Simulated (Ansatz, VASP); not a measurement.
## Two plane-wave programs on Si2P3

```
CELL_PARAMETERS angstrom
-2.28026 2.28026 3.80631
2.28026 -2.28026 3.80631
2.28026 2.28026 -3.80631
ATOMIC_POSITIONS crystal
Si 0.78957 0.28957 0.50000
Si 0.28957 0.78957 0.50000
P 0.10701 0.10701 0.00000
P 0.73817 0.73817 0.00000
P 0.42547 0.42547 0.00000
```

Alike in both runs: functional PBE; k mesh 5 × 5 × 5; occupations gaussian, width 0.2 eV; no spin polarisation.

Ansatz relaxed the structure, and its values are those at the end. VASP's run is a single point on that final structure, the one shown.

```csv
,VASP,Ansatz
version,VASP 6.6.1,Ansatz 0.2.0
potentials or method,"VASP PAW PBE potentials, release 64 (Si, P), cutoff 500 eV","scalar-relativistic, plane waves, PAW"
valence electrons in the cell,23,23
```

VASP gave:

| Property | Result |
| --- | --- |
| gap on the k mesh at the Fermi level (eV) | none |
| pressure (GPa) | 0.0 |
| rms of the force components (eV/Å) | 0.013 |

What did Ansatz give for the same quantities?

gap on the k mesh at the Fermi level (eV): none; pressure (GPa): 0.2; rms of the force components (eV/Å): 0.011.

A gap of «none» marks a metal or a gap that the smearing closes. With one functional, cell and mesh, what is left measures potentials, basis and numerics.

The k mesh is coarse, so the values compare programs but aren't converged.
